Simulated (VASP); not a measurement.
# TiTe2 (P-3m1) in VASP: a series of runs, part 2 of 2

VASP 6.6.1. The steps go on from the part before.

### 6 Single point, PBEsol

Contents of INCAR:

```
SYSTEM = TiTe2
ALGO     = Normal         ! electronic algorithm
EDIFF    = 1E-6           ! SCF threshold, eV
ENCUT    = 520            ! plane-wave cutoff, eV
GGA      = PS             ! functional
ISIF     = 2              ! what is computed and relaxed
ISMEAR   = -1             ! smearing method
LASPH    = .TRUE.         ! aspherical terms in the spheres
LCHARG   = .TRUE.         ! write CHGCAR
LELF     = .TRUE.         ! ELF
LREAL    = .FALSE.        ! projectors in reciprocal space
LVHAR    = .TRUE.       
LWAVE    = .FALSE.        ! write WAVECAR
NBANDS   = 19             ! bands
NELM     = 60             ! most SCF steps
PREC     = Accurate       ! precision mode
SIGMA    = 0.3            ! smearing width, eV
```

Contents of KPOINTS:

```
k-points
0
G
  7 7 4
  0 0 0
```

Contents of POSCAR:

```
TiTe2
1.0
    3.7770000000      0.0000000000      0.0000000000
   -1.8885000000      3.2709779501      0.0000000000
    0.0000000000      0.0000000000      6.4980000000
Ti Te
1 2
Direct
    0.0000000000      0.0000000000      0.0000000000
    0.6666670000      0.3333330000      0.2628000000
    0.3333330000      0.6666670000      0.7372000000
```

Potentials or basis: VASP PAW PBE potentials, release 64 (Ti_sv, Te).

The run is started by

```sh
$ cat potpaw_PBE.64/Ti_sv/POTCAR potpaw_PBE.64/Te/POTCAR > POTCAR
$ mpirun -np 1 vasp_std > vasp.out
```

OUTCAR:

```text
SYSTEM = TiTe2
   EDIFF = 1E-6
   ENCUT = 520
   GGA = PS
   ISIF = 2
   ISMEAR = -1
   LASPH = .TRUE.
   LREAL = .FALSE.
   NELM = 60
   PREC = Accurate

 ion  position               nearest neighbor table
   1  0.000  0.000  0.000-   2 2.77   3 2.77   2 2.77   3 2.77   2 2.77   3 2.77
   2  0.667  0.333  0.263-   1 2.77   1 2.77   1 2.77
   3  0.333  0.667  0.737-   1 2.77   1 2.77   1 2.77

  LATTYP: Found a hexagonal cell.
 ALAT       =     3.7770000000
 C/A-ratio  =     1.7204130262

  Lattice vectors:

 A1 = (   3.7770000000,   0.0000000000,   0.0000000000)
 A2 = (  -1.8885000000,   3.2709779501,   0.0000000000)
 A3 = (   0.0000000000,   0.0000000000,   6.4980000000)

Analysis of symmetry for initial positions (statically):
=====================================================================
 Subroutine PRICEL returns:
 Original cell was already a primitive cell.

 Routine SETGRP: Setting up the symmetry group for a
 hexagonal supercell.

 Subroutine GETGRP returns: Found 12 space group operations
 (whereof 12 operations were pure point group operations)
 out of a pool of 24 trial point group operations.

The static configuration has the point symmetry D_3d.

Analysis of symmetry for dynamics (positions and initial velocities):
=====================================================================
 Subroutine PRICEL returns:
 Original cell was already a primitive cell.

 Routine SETGRP: Setting up the symmetry group for a
 hexagonal supercell.

 Subroutine GETGRP returns: Found 12 space group operations
 (whereof 12 operations were pure point group operations)
 out of a pool of 24 trial point group operations.

The dynamic configuration has the point symmetry D_3d.

 Subroutine INISYM returns: Found 12 space group operations
 (whereof 12 operations are pure point group operations),
 and found     1 'primitive' translations

----------------------------------------------------------------------------------------

                                     Primitive cell

  volume of cell :      80.2794

  direct lattice vectors                    reciprocal lattice vectors
     3.777000000  0.000000000  0.000000000     0.264760392  0.152859484  0.000000000
    -1.888500000  3.270977950  0.000000000     0.000000000  0.305718967  0.000000000
     0.000000000  0.000000000  6.498000000     0.000000000  0.000000000  0.153893506

  length of vectors
     3.777000000  3.777000000  6.498000000     0.305718967  0.305718967  0.153893506

  position of ions in fractional coordinates (direct lattice)
     0.000000000  0.000000000  0.000000000
     0.666667000  0.333333000  0.262800000
     0.333333000  0.666667000  0.737200000

  ion indices of the primitive-cell ions
   primitive index   ion index
                 1           1
                 2           2
                 3           3

----------------------------------------------------------------------------------------

 KPOINTS: k-points

Automatic generation of k-mesh.
 Grid dimensions read from file:
 generate k-points for:    7    7    4

 Generating k-lattice:

  Cartesian coordinates                     Fractional coordinates (reciprocal lattice)
     0.037822913  0.021837069  0.000000000     0.142857143 -0.000000000  0.000000000
     0.000000000  0.043674138  0.000000000     0.000000000  0.142857143  0.000000000
     0.000000000  0.000000000  0.038473376     0.000000000  0.000000000  0.250000000

  Length of vectors
     0.043674138  0.043674138  0.038473376

  Shift w.r.t. Gamma in fractional coordinates (k-lattice)
     0.000000000  0.000000000  0.000000000

 Subroutine IBZKPT returns following result:
 ===========================================

 Found     28 irreducible k-points:

 Following reciprocal coordinates:
            Coordinates               Weight
  0.000000  0.000000  0.000000      1.000000
  0.142857  0.000000  0.000000      6.000000
  0.285714  0.000000  0.000000      6.000000
  0.428571  0.000000  0.000000      6.000000
  0.142857  0.142857  0.000000      6.000000
  0.285714  0.142857  0.000000     12.000000
[... 16 lines left out ...]
  0.285714  0.000000  0.500000      6.000000
  0.428571  0.000000  0.500000      6.000000
 [... further k-points ...]
   k-points           NKPTS =     28   k-points in BZ     NKDIM =     28   number of bands    NBANDS=     19
   number of dos      NEDOS =    301   number of ions     NIONS =      3
   total plane-waves  NPLWV =  37632
   dimension x,y,z NGX =    28 NGY =   28 NGZ =   48
   dimension x,y,z NGXF=    56 NGYF=   56 NGZF=   96
   ions per type =               1   2
   NGX,Y,Z   is equivalent  to a cutoff of  12.32, 12.32, 12.28 a.u.
   NGXF,Y,Z  is equivalent  to a cutoff of  24.65, 24.65, 24.56 a.u.
 SYSTEM =  TiTe2
   PREC   = accura    normal or accurate (medium, high low for compatibility)
   ISTART =      0    job   : 0-new  1-cont  2-samecut
   ICHARG =      2    charge: 1-file 2-atom 10-const
   ISPIN  =      1    spin polarized calculation?
   LNONCOLLINEAR =      F non collinear calculations
   LSORBIT =      F    spin-orbit coupling
   LASPH  =      T    aspherical Exc in radial PAW
   ENCUT  =  520.0 eV  38.22 Ry    6.18 a.u.   7.02  7.02 12.08*2*pi/ulx,y,z
   NELM   =     60;   NELMIN=  2; NELMDL= -5     # of ELM steps
   EDIFF  = 0.1E-05   stopping-criterion for ELM
   LREAL  =      F    real-space projection
   EDIFFG = 0.1E-04   stopping-criterion for IOM
   NSW    =      0    number of steps for IOM
   IBRION =     -1    ionic relax: 0-MD 1-quasi-New 2-CG
   NFREE  =      0    steps in history (QN), initial steepest desc. (CG)
   ISIF   =      2    stress and relaxation
   ISYM   =      2    0-nonsym 1-usesym 2-fastsym
   POTIM  = 0.5000    time-step for ionic-motion
   TEBEG  =    0.0;   TEEND  =   0.0 temperature during run
   PSTRESS=    0.0 pullay stress
   NELECT =      24.0000    total number of electrons
   NUPDOWN=      -1.0000    fix difference up-down
   EMIN   =  10.00;   EMAX   =-10.00  energy-range for DOS
   EFERMI =   0.00;   METHOD = LEGACY
   ISMEAR =    -1;   SIGMA  =   0.30  broadening in eV -4-tet -1-fermi 0-gaus
   EFERMI_NEDOS =   21; number of points for ismear=-14 and -15
   IALGO  =     38    algorithm
   IMIX   =      4    mixing-type and parameters
     AMIX     =   0.40;   BMIX     =  1.00
     AMIX_MAG =   1.60;   BMIX_MAG =  1.00
  volume/ion in A,a.u.               =      26.76       180.58
  Fermi-wavevector in a.u.,A,eV,Ry     =   1.094655  2.068597 16.303438  1.198269
  Thomas-Fermi vector in A             =   2.230964
   LORBIT       =      0    0 simple, 1 ext, 2 COOP (PROOUT), +10 PAW based schemes
   GGA     = PS    functional components
   LHFCALC =     F    Hartree Fock is set to
   AEXX    =    0.0000 exact exchange contribution
   IVDW    =     0    specifies the selected vdW correction
   LEPSILON=     F    determine dielectric tensor
   LRPA    =     F    only Hartree local field effects (RPA)
 non-spin polarized calculation
  energy-cutoff  :      520.00
  volume of cell :       80.28
 maximum number of plane-waves:      2178
   NGX = 13   NGY = 13   NGZ = 25

 number of electron      23.9999998 magnetization

 Free energy of the ion-electron system (eV)
  ---------------------------------------------------
  ext. energy  EPLUGINS =         0.00000000
  ---------------------------------------------------
  free energy    TOTEN  =       -17.75210162 eV

  energy without entropy =      -17.21906198  energy(sigma->0) =      -17.48558180

 E-fermi :   6.6236     XC(G=0): -10.0049

 val. band max:        6.6227928680   @ k =   0.1429   0.0000   0.2500
 cond. band min:       6.6251840620   @ k =   0.4286   0.0000   0.2500
 fundamental gap:      0.0023911940
 Fermi energy:         6.6235580159

 k-point     1 :       0.0000    0.0000    0.0000
  band No.  band energies     occupation
      1     -50.4149      2.00000
      2     -26.7811      2.00000
      3     -26.7811      2.00000
      4     -26.7413      2.00000
      5      -5.7468      2.00000
      6      -4.2406      2.00000
[... 11 lines left out ...]
     18      11.7209      0.00000
     19      12.5018      0.00000
[... 485 lines left out ...]
 k-point    24 :       0.4286    0.0000    0.5000
  band No.  band energies     occupation
      1     -50.4120      2.00000
      2     -26.8223      2.00000
      3     -26.7906      2.00000
      4     -26.7318      2.00000
      5      -4.0679      2.00000
      6      -3.8424      2.00000
[... 11 lines left out ...]
     18      11.0843      0.00000
     19      11.3014      0.00000

 [... further k-points ...]

------------------------ aborting loop because EDIFF is reached ----------------------------------------

  FORCE on cell =-STRESS in cart. coord.  units (eV):
  Direction    XX          YY          ZZ          XY          YZ          ZX
  --------------------------------------------------------------------------------------
  -------------------------------------------------------------------------------------
  Total       -1.0447605     -1.0447605     -0.5669256      0.0000000     -0.0000000      0.0000000
  in kB      -20.8508134    -20.8508134    -11.3144219      0.0000000     -0.0000000      0.0000000
  external PRESSURE =     -17.6720162 kB  Pullay stress =       0.0000000 kB

 VOLUME and BASIS-vectors are now :
 -----------------------------------------------------------------------------
  energy-cutoff  :      520.00
  volume of cell :       80.28
      direct lattice vectors                 reciprocal lattice vectors
     3.777000000  0.000000000  0.000000000     0.264760392  0.152859484  0.000000000
    -1.888500000  3.270977950  0.000000000     0.000000000  0.305718967  0.000000000
     0.000000000  0.000000000  6.498000000     0.000000000  0.000000000  0.153893506

 POSITION                                       TOTAL-FORCE (eV/Angst)
 -----------------------------------------------------------------------------------
      0.00000      0.00000      0.00000         0.000000      0.000000      0.000000
      1.88850      1.09032      1.70767        -0.000000     -0.000000     -0.032743
     -0.00000      2.18065      4.79033         0.000000      0.000000      0.032743
 -----------------------------------------------------------------------------------
    total drift:                                0.000000      0.000000      0.000000

  FREE ENERGIE OF THE ION-ELECTRON SYSTEM (eV)
  ---------------------------------------------------
  free  energy   TOTEN  =       -17.7521016188 eV

  energy  without entropy=      -17.2190619772  energy(sigma->0) =      -17.48558180
```

Run time: 37 s. Hardware: 1 thread of Intel Xeon Platinum 8488C (Sapphire Rapids), shared host; peak memory 0.2 GiB.

Results:

| Quantity | Value |
| --- | --- |
| Free energy | -17.7521 eV |
| Pressure | -1.8 GPa |
| Largest force | 0.033 eV/Å |
| Band gap on the k mesh | zero (band 12 reaches 7.16 eV, above the bottom of band 13 at 6.55 eV) |

Forces in eV/Å, atoms in the order of the input:
```
Ti   0.000  0.000  0.000
Te   0.000  0.000 -0.033
Te   0.000  0.000  0.033
```

Levels at points of the mesh, in eV from the Fermi level:
```csv
k point,band 9,band 10,band 11,band 12,band 13,band 14,band 15,band 16
"(0.00, 0.00, 0.00)",-1.57,0.47,0.54,0.54,0.64,1.13,1.13,3.18
"(0.00, 0.00, 0.50)",-1.50,-1.50,0.53,0.53,0.81,0.81,1.15,3.62
```

Caveat: the PAW data sets were made with another functional, which shifts forces and pressure a little; spin-orbit coupling is left out, which moves the levels of the heavy elements; this functional lacks dispersion, which binds the layers, so the pressure and a relaxed spacing across them are unreliable.

### 7 Single point, PBEsol

Contents of INCAR:

```
  PREC = Accurate
  ENCUT = 520
  EDIFF = 1E-7
  ISMEAR = -1
  SIGMA = 0.3
  LREAL = F
  LASPH = T
  NELM = 100
  ALGO = Normal
  ISIF = 2
  LWAVE = F
  LCHARG = F
  GGA = PS
  NBANDS = 19
```

Contents of KPOINTS:

```
regular mesh
0
Gamma
  9 9 5
```

POSCAR is that of step 6.

The run is started by

```sh
$ cat potpaw_PBE.64/Ti_sv/POTCAR potpaw_PBE.64/Te/POTCAR > POTCAR
$ mpirun -np 1 vasp_std > vasp.out
```

Wall time 64 s (1 thread of Intel Xeon Platinum 8488C (Sapphire Rapids), shared host); peak memory 0.23 GiB.

The run converged. Its results:

- Free energy: -17.7512 eV
- Pressure: -1.8 GPa
- Largest force: 0.032 eV/Å
- Band gap on the k mesh: zero (band 12 reaches 7.16 eV, above the bottom of band 13 at 6.49 eV)

Forces on the atoms (eV/Å):
```
Ti   0.000  0.000  0.000
Te   0.000  0.000 -0.032
Te   0.000  0.000  0.032
```

Stress tensor (GPa, compression positive):
```
-2.09  0.00  0.00
 0.00 -2.09  0.00
 0.00  0.00 -1.10
```

Levels at points of the mesh, in eV from the Fermi level:
| k point | band 10 | band 11 | band 12 | band 13 | band 14 | band 15 |
| --- | --- | --- | --- | --- | --- | --- |
| (0.00, 0.00, 0.00) | 0.47 | 0.54 | 0.54 | 0.64 | 1.13 | 1.13 |

Caveat: the PAW data sets were made with another functional, which shifts forces and pressure a little; spin-orbit coupling is left out, which moves the levels of the heavy elements; this functional lacks dispersion, which binds the layers, so the pressure and a relaxed spacing across them are unreliable.

### 8 The runs side by side

| k mesh | gap on the mesh (eV) | pressure (GPa) | largest force (eV/Å) |
| --- | --- | --- | --- |
| 2 × 2 × 1 | none | -1.6 | 0.15 |
| 3 × 3 × 2 | none | -1.5 | 0.10 |
| 4 × 4 × 2 | none | -1.6 | 0.04 |
| 6 × 6 × 3 | none | -1.8 | 0.04 |
| 7 × 7 × 4 | none | -1.8 | 0.03 |
| 9 × 9 × 5 | none | -1.8 | 0.03 |

Alike in all rows: task single point; level PBEsol; potentials or basis VASP PAW PBE potentials, release 64 (Ti_sv, Te); no spin polarisation; cell as given; cutoff (eV) 520; smearing fermi-dirac 0.3 eV.

Caveats: some runs use coarse meshes; the PAW data sets were made with another functional, which shifts forces and pressure a little; spin-orbit coupling is left out, which moves the levels of the heavy elements; this functional lacks dispersion, which binds the layers, so the pressure and a relaxed spacing across them are unreliable.

Absolute energies hang on the potentials; compare differences alone.
